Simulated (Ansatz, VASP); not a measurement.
## One calculation of SrAl4Bi, two programs

```
CELL_PARAMETERS angstrom
0.00000 4.09368 4.09368
4.09368 0.00000 4.09368
4.09368 4.09368 0.00000
ATOMIC_POSITIONS crystal
Sr 0.75000 0.75000 0.75000
Al 0.87578 0.37474 0.37474
Al 0.37474 0.37474 0.37474
Al 0.37474 0.87578 0.37474
Al 0.37474 0.37474 0.87578
Bi 0.00000 0.00000 0.00000
```

Alike in both runs: task relaxation of cell and atoms; functional PBE; k mesh 8 × 8 × 8; occupations gaussian, width 0.1 eV; no spin polarisation.

```csv
,VASP,Ansatz
version,VASP 6.6.1,Ansatz 0.2.0
potentials or method,"VASP PAW PBE potentials, release 64 (Sr_sv, Al, Bi_d), cutoff 600 eV","scalar-relativistic, plane waves, PAW"
valence electrons in the cell,37,37
```

```csv
,VASP,Ansatz,Ansatz less VASP
"gap on the k mesh at the Fermi level, each at its own relaxed structure (eV)",none,none,-
relaxed volume (Å³/atom),23.00,23.01,+0.005
relaxed length of the cell vector where the two differ most in proportion (Å),5.801,5.801,+0.0004
```

A gap of «none» marks a metal or a gap that the smearing closes.

Neither program's run includes spin-orbit coupling.
